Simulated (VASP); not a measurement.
Write the native input for VASP 6.6.1 that does the following.

- Task: band structure
- Functional: LDA
- Potentials or basis: VASP PAW LDA potentials, release 64 (Na_pv)
- Cutoff: 520 eV
- k mesh: 19 × 19 × 10
- Occupations: methfessel-paxton, width 0.05 eV
- Spin: no spin polarisation
- Tolerance level: tight
- Purpose: bands
- Route: KPOINTS_OPT
- Further INCAR settings: ALGO = Normal; EDIFF = 1e-07; NBANDS = 32

The structure of Na lies in POSCAR:

```
Na
1.0
    3.7670000000      0.0000000000      0.0000000000
   -1.8835000000      3.2623176961      0.0000000000
    0.0000000000      0.0000000000      6.1540000000
Na
2
Direct
    0.6666666667      0.3333333333      0.7500000000
    0.3333333333      0.6666666667      0.2500000000
```

This isn't the form of Na at room conditions, which is bcc.

These files were run (other wordings do the same):

INCAR

```
SYSTEM = Na
GGA = CA ; ISMEAR = 1
SIGMA = 0.05 ; LWAVE = .False.
LCHARG = .False. ; NBANDS = 32
PREC = Accurate ; LASPH = .True.
LREAL = .False. ; ALGO = Normal
EDIFF = 1E-7 ; NELM = 120
GGA_COMPAT = .False. ; ENCUT = 520
```

KPOINTS

```
Automatic mesh
0
Gamma
  19 19 10
  0 0 0
```

KPOINTS_OPT

```
path GMKGALHA,LM,KH
12
line-mode
reciprocal
 0.0000000000  0.0000000000  0.0000000000  G
 0.5000000000  0.0000000000  0.0000000000  M

 0.5000000000  0.0000000000  0.0000000000  M
 0.3333333333  0.3333333333  0.0000000000  K

 0.3333333333  0.3333333333  0.0000000000  K
 0.0000000000  0.0000000000  0.0000000000  G

 0.0000000000  0.0000000000  0.0000000000  G
 0.0000000000  0.0000000000  0.5000000000  A

 0.0000000000  0.0000000000  0.5000000000  A
 0.5000000000  0.0000000000  0.5000000000  L

 0.5000000000  0.0000000000  0.5000000000  L
 0.3333333333  0.3333333333  0.5000000000  H

 0.3333333333  0.3333333333  0.5000000000  H
 0.0000000000  0.0000000000  0.5000000000  A

 0.5000000000  0.0000000000  0.5000000000  L
 0.5000000000  0.0000000000  0.0000000000  M

 0.3333333333  0.3333333333  0.0000000000  K
 0.3333333333  0.3333333333  0.5000000000  H
```

Potentials or basis: VASP PAW LDA potentials, release 64 (Na_pv).

Launch:

```sh
$ cat potpaw_LDA.64/Na_pv/POTCAR > POTCAR
$ mpirun -np 1 vasp_std > vasp.out
```

It gave:

```
Pressure                : -0.9 GPa
Band gap along the path : zero within the smearing
```

Wall time 7.5 min on 1 thread of Intel(R) Xeon(R) 6975P-C (Granite Rapids) (shared host), peak memory 0.68 GiB.
